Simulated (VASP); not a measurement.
TiAl, 2 atoms in the cell. The structure is cubic, space group Pm-3m (No. 221). The conventional cell has a = 3.158 Å, b = 3.158 Å, c = 3.158 Å, α = 90.00°, β = 90.00°, γ = 90.00°. Within 3.6 Å of Ti (site symmetry m-3m) lie 8 Al at 2.73 Å and 6 Ti at 3.16 Å. Within 3.6 Å of Al (site symmetry m-3m) lie 8 Ti at 2.73 Å and 6 Al at 3.16 Å. 

* Program: VASP 6.6.1
* Task: single point
* Functional: PBEsol
* Potentials or basis: VASP PAW PBE potentials, release 64 (Ti_sv, Al)
* Cutoff: 520 eV
* k mesh: 15 × 15 × 15
* Occupations: fermi-dirac, width 0.1 eV
* Spin: no spin polarisation
* Dipole correction: no
* Further INCAR settings: ALGO = Normal; EDIFF = 1e-06; NBANDS = 14

Potentials or basis: VASP PAW PBE potentials, release 64 (Ti_sv, Al).

Run with:

```bash
$ cat potpaw_PBE.64/Ti_sv/POTCAR potpaw_PBE.64/Al/POTCAR > POTCAR
$ mpirun -np 1 vasp_std > vasp.out
```

Hardware: 1 thread of Intel Xeon 8259CL (shared host).

How long does it take, and how much memory?

Wall time 64 s on 1 thread of Intel Xeon 8259CL, with other jobs on the host, peak memory 0.18 GiB. Counts: scf iterations 12, k points 120.
